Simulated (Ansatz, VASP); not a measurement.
# One calculation of SnSe, two programs

```xyz
2
Lattice="0.0000 3.0100 3.0100 3.0100 0.0000 3.0100 3.0100 3.0100 0.0000" Properties=species:S:1:pos:R:3 pbc="T T T"
Sn    0.0000    0.0000    0.0000
Se    3.0100    3.0100    3.0100
```

Alike in both runs: task single point; functional PBE; k mesh 9 × 9 × 9; occupations fermi-dirac, width 0.02 eV; non-collinear spin, spin-orbit coupling.

|  | VASP | Ansatz |
| --- | --- | --- |
| version | VASP 6.6.1 | Ansatz 0.2.0 |
| potentials or method | VASP PAW PBE potentials, release 64 (Sn_d, Se), cutoff 520 eV | all-electron LAPW |

```csv
,VASP,Ansatz,Ansatz less VASP
pressure (GPa),1.0,1.0,-0.02
net moment per atom (μB),0.00,0.00,0.000
```

Ansatz ran all-electron here, and VASP with PAW potentials.
